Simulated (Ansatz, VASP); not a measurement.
**CsGeF3 in VASP and in Ansatz**

The input INCAR:

```
PREC     = Accurate       # precision mode
ENCUT    = 520            # plane-wave cutoff, eV
EDIFF    = 1E-6           # SCF threshold, eV
ISMEAR   = -1             # smearing method
SIGMA    = 0.02           # smearing width, eV
LREAL    = F              # projectors in reciprocal space
LASPH    = T              # aspherical terms in the spheres
NELM     = 80             # most SCF steps
ALGO     = Normal         # electronic algorithm
ISIF     = 2              # what is computed and relaxed
LWAVE    = F              # write WAVECAR
LCHARG   = T              # write CHGCAR
GGA      = PE             # functional
LELF     = T              # ELF
LVHAR    = T            
NBANDS   = 30             # bands
```

File KPOINTS:

```
Automatic mesh
0
Gamma
  6 6 6
```

The input POSCAR:

```
CsGeF3
1.0
    4.4290720498      0.0000000000      0.0000000000
    0.0000000000      4.4290720498      0.0000000000
    0.0000000000      0.0000000000      4.4290720498
Cs Ge F
1 1 3
Direct
    0.0000000000      0.0000000000      0.0000000000
    0.5000000000      0.5000000000      0.5000000000
    0.5000000000      0.5000000000      0.0000000000
    0.5000000000      0.0000000000      0.5000000000
    0.0000000000      0.5000000000      0.5000000000
```

Input for Ansatz:

```yaml
crystal:
  lattice:
    - [4.4290720498, 0.0, 0.0]
    - [0.0, 4.4290720498, 0.0]
    - [0.0, 0.0, 4.4290720498]
  atoms:
    - { symbol: Cs, position: [0.0, 0.0, 0.0] }
    - { symbol: Ge, position: [0.5, 0.5, 0.5] }
    - { symbol: F, position: [0.5, 0.5, 0.0] }
    - { symbol: F, position: [0.5, 0.0, 0.5] }
    - { symbol: F, position: [0.0, 0.5, 0.5] }
kpoints:
  mp_grid: { grid: [6, 6, 6] }
  band_path:
    path: [[0.0, 0.0, 0.0], [0.0, 0.5, 0.0], [0.5, 0.5, 0.0], [0.5, 0.5, 0.5]]
    npoints: 1
hamiltonian:
  xc: pbe
scf:
  occupations: { method: fermi_dirac, width: 0.02 }
  n_extra_bands: 5
output:
  forces: true
  stress: true
  eigenvalues: true
```

Change from the starting cell: hydrostatic strain -1.5%.

Alike in both runs: task single point; functional PBE; k mesh 6 × 6 × 6; occupations fermi-dirac, width 0.02 eV; no spin polarisation.

|  | VASP | Ansatz |
| --- | --- | --- |
| version | VASP 6.6.1 | Ansatz 0.2.0 |
| potentials or method | VASP PAW PBE potentials, release 64 (Cs_sv, Ge_d, F) | plane waves, PAW |
| plane-wave cutoff (eV) | 520 | 420 |
| valence electrons in the cell | 44 | 44 |

Ansatz gave:

| Quantity | Value |
| --- | --- |
| gap on the k mesh at the Fermi level (eV) | 1.63 |
| pressure (GPa) | 5.4 |

Problem. Estimate VASP's values.

Solution. gap on the k mesh at the Fermi level (eV): 1.62; pressure (GPa): 5.3.

Spin-orbit coupling is off throughout.
